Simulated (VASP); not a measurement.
Crystal: B3P.

```
B P
1.0
     3.92763    0.00000    0.00000
    -1.96381    3.40143    0.00000
     0.00000    0.00000    3.32195
B P
3 1
Direct
  0.56035 0.43965 0.50000
  0.56035 0.12070 0.50000
  0.87930 0.43965 0.50000
  0.33333 0.66667 0.00000
```

```yaml
Program: VASP 6.6.1
Task: relaxation of cell and atoms
Functional: PBE
Potentials_or_basis: VASP PAW PBE potentials, release 64 (B, P)
Cutoff: 500 eV
k_mesh: 6 × 6 × 6
Occupations: gaussian, width 0.1 eV
Spin: no spin polarisation
```

At the start: pressure 59.5 GPa; volume 11.09 Å³/atom.

Question: Where does the relaxation end?

Answer: Over 25 steps the energy falls by 2033.1 meV/atom and the volume is 9.97 Å³/atom (-10.2 %); space group P-6m2 (No. 187, to 0.05 Å).

The path:
```tsv
step	energy change (eV)	largest force (eV/Å)	pressure (GPa)	volume (Å³)
1	0.0000	28.0926	59.51	44.38
2	381.1180	936.1596	602.35	72.84
3	-7.6463	1.4730	-14.44	45.34
4	-7.6683	1.4287	-14.40	45.28
5	-7.8094	1.0763	-13.84	44.83
6	-7.8681	0.8657	-13.35	44.60
7	-7.8939	0.7492	-13.04	44.49
8	-7.9059	0.6881	-12.87	44.44
9	-7.9116	0.6567	-12.78	44.41
10	-7.9144	0.6409	-12.73	44.39
11	-7.9158	0.6330	-12.71	44.39
12	-7.9165	0.6289	-12.70	44.38
13	-7.9168	0.6270	-12.69	44.38
14	-7.9170	0.6259	-12.69	44.38
15	-7.9171	0.6254	-12.69	44.38
16	-7.9171	0.6252	-12.69	44.38
17	-7.9171	0.6251	-12.69	44.38
18	-7.9171	0.6250	-12.68	44.38
19	-7.9171	0.6250	-12.68	44.38
20	-8.1099	0.5595	1.54	40.01
21	-8.1143	0.3668	-0.56	40.53
22	-8.1290	0.0805	-0.20	40.15
23	-8.1313	0.1043	0.06	39.92
24	-8.1322	0.0150	0.06	39.85
25	-8.1324	0.0214	0.06	39.87
```

Final structure:
```
CELL_PARAMETERS angstrom
3.74377 0.00000 0.00000
-1.87189 3.24220 0.00000
0.00000 0.00000 3.28505
ATOMIC_POSITIONS crystal
B 0.51140 0.48860 0.50000
B 0.51140 0.02279 0.50000
B 0.97721 0.48860 0.50000
P 0.33333 0.66667 0.00000
```
